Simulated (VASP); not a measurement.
Au: single point with r2SCAN

Au:

```
Au
1.0
    -1.59675    1.59675    1.55580
     1.59675   -1.59675    1.55580
     1.59675    1.59675   -1.55580
Au
1
Direct
  0.00000 0.00000 0.00000
```

This cell differs from its parent crystal: strain -0.025 along x and y, -0.050 along z.

- Program: VASP 6.6.1
- Task: single point
- Functional: r2SCAN
- Potentials or basis: VASP PAW PBE potentials, release 64 (Au)
- Cutoff: 520 eV
- k mesh: 26 × 26 × 26
- Occupations: gaussian, width 0.15 eV
- Spin: no spin polarisation
- Dipole correction: no
- Further INCAR settings: ALGO = Normal; EDIFF = 1e-06; NBANDS = 12

```yaml
Pressure: 21.8 GPa
```

Levels at points of the mesh, in eV from the Fermi level:
```tsv
k point	band 2	band 3	band 4	band 5	band 6	band 7	band 8	band 9	band 10	band 11
(0.00, 0.00, 0.00)	-5.73	-5.53	-5.53	-3.50	-3.26	17.23	17.23	17.76	26.36	26.36
(0.50, 0.00, 0.00)	-6.93	-3.49	-3.06	-1.51	-0.77	4.25	13.00	14.87	23.66	24.08
(0.50, 0.50, 0.00)	-6.72	-3.70	-3.21	-1.55	-0.93	4.00	13.36	15.53	24.02	24.46
(0.50, 0.50, 0.50)	-7.87	-2.00	-2.00	-1.93	6.46	6.46	7.29	11.07	17.29	17.91
```

Run time: 8.4 min on 1 thread of Intel(R) Xeon(R) Platinum 8488C (Sapphire Rapids), on a shared host, peak memory 0.34 GiB.

Caveat: the cell differs from its parent crystal (strain -0.025 along x and y, -0.050 along z); the PAW data sets were made with another functional, which shifts forces and pressure a little; spin-orbit coupling is left out, which moves the levels of the heavy elements.
